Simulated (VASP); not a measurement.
Input of a VASP 6.6.1 run:

Contents of INCAR:

```
  PREC = Accurate
  ENCUT = 520
  EDIFF = 1E-6
  ISMEAR = 0
  SIGMA = 0.02
  LREAL = F
  LASPH = T
  NELM = 100
  ALGO = Normal
  ISIF = 2
  LWAVE = F
  LCHARG = F
  GGA = PE
  NBANDS = 26
```

File KPOINTS:

```
Automatic mesh
0
Gamma
  8 8 6
```

The input POSCAR:

```
GaN
1.0
    2.2060113392      2.2060113392      0.0000000000
   -2.2060113392      2.2060113392      0.0000000000
    0.0000000000      0.0000000000      4.6846387370
Ga N
2 2
Direct
    0.0000000000      0.0000000000      0.0000000000
    0.5000000000      0.5000000000      0.5000000000
    0.5000000000      0.0000000000      0.2500000000
    0.0000000000      0.5000000000      0.7500000000
```

Potentials or basis: VASP PAW PBE potentials, release 64 (Ga_d, N).

Launch:

```bash
$ cat potpaw_PBE.64/Ga_d/POTCAR potpaw_PBE.64/N/POTCAR > POTCAR
$ mpirun -np 1 vasp_std > vasp.out
```

**Question.** Estimate the band gap on the k mesh.

**Answer.** 1.63 eV.

**Question.** Predict the pressure.

**Answer.** 5.6 GPa.

Stress tensor (GPa, compression positive):
```
8.43 0.00 0.00
0.00 8.43 0.00
0.00 0.00 0.08
```

Caveat: the cell differs from its parent crystal (biaxial strain in the a-b plane: -3.0 %, then relaxed in part).
